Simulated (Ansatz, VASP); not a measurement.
One calculation of Os, two programs

Contents of INCAR:

```
PREC = Accurate ; ENCUT = 600
EDIFF = 1E-7 ; ISMEAR = -1
SIGMA = 0.05 ; LREAL = False
LASPH = True ; NELM = 120
ALGO = Normal ; ISIF = 3
LWAVE = False ; LCHARG = False
GGA = PE ; IBRION = 2
NSW = 45 ; EDIFFG = -0.005
GGA_COMPAT = False ; NELMIN = 4
```

KPOINTS

```
regular mesh
0
Gamma
  18 18 18
```

The input POSCAR:

```
Os
1.0
    0.0000000000      1.9279312762      1.9279312762
    1.9279312762      0.0000000000      1.9279312762
    1.9279312762      1.9279312762      0.0000000000
Os
1
Direct
    0.0000000000      0.0000000000      0.0000000000
```

Input for Ansatz:

```yaml
crystal:
  lattice:
    - [0.0, 1.9279312762, 1.9279312762]
    - [1.9279312762, 0.0, 1.9279312762]
    - [1.9279312762, 1.9279312762, 0.0]
  atoms:
    - { symbol: Os, position: [0.0, 0.0, 0.0] }
kpoints:
  mp_grid: { grid: [18, 18, 18] }
scf:
  occupations: { method: fermi_dirac, width: 0.05 }
hamiltonian:
  xc: pbe
  pseudopotentials:
    kind: all_electron
    lapw: { basis_error: 0.0005 }
    relativity: none
output:
  forces: true
  stress: true
  eigenvalues: true
  populations: true
relax:
  f_tol: 0.005
  max_steps: 25
  cell: {}
```

Alike in both runs: task relaxation of cell and atoms; functional PBE; k mesh 18 × 18 × 18; occupations fermi-dirac, width 0.05 eV; no spin polarisation.

|  | VASP | Ansatz |
| --- | --- | --- |
| version | VASP 6.6.1 | Ansatz 0.2.0 |
| potentials or method | VASP PAW PBE potentials, release 64 (Os), cutoff 600 eV | all-electron LAPW, non-relativistic |

|  | VASP | Ansatz | Ansatz less VASP |
| --- | --- | --- | --- |
| relaxed volume (Å³/atom) | 14.33 | 15.69 | +1.362 |
| relaxed cell length with the largest relative difference (Å) | 2.727 | 2.810 | +0.0838 |

Ansatz ran all-electron here, and VASP with PAW potentials.

Spin-orbit coupling is off throughout. Noted on VASP's run: the relaxation stopped at its first step, so nothing moved.
